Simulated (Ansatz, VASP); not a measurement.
## One calculation of CdMo, two programs

```
Cd Mo
1.0
     3.58237    0.00000    0.00000
     0.00000    3.58237    0.00000
     0.00000    0.00000    3.58237
Cd Mo
1 1
Direct
  0.00000 0.00000 0.00000
  0.50000 0.50000 0.50000
```

Change from the starting cell: species swapped into the NbRu type (Pm-3m, No. 221).

Alike in both runs: task single point; functional PBE; k mesh 6 × 6 × 6; occupations gaussian, width 0.1 eV; no spin polarisation.

|  | VASP | Ansatz |
| --- | --- | --- |
| version | VASP 6.6.1 | Ansatz 0.2.0 |
| potentials or method | VASP PAW PBE potentials, release 64 (Cd, Mo_sv), cutoff 520 eV | scalar-relativistic, plane waves, PAW |
| valence electrons in the cell | 26 | 34 |

```tsv
	VASP	Ansatz	Ansatz less VASP
gap on the k mesh at the Fermi level (eV)	none	none	-
pressure (GPa)	-19.7	-20.0	-0.31
```

A gap of «none» marks a metal or a gap that the smearing closes. With one functional, cell and mesh, what is left measures potentials, basis and numerics. VASP's potentials hold 26 valence electrons a cell and Ansatz's 34, so a difference there can come from the potentials and not from the codes.
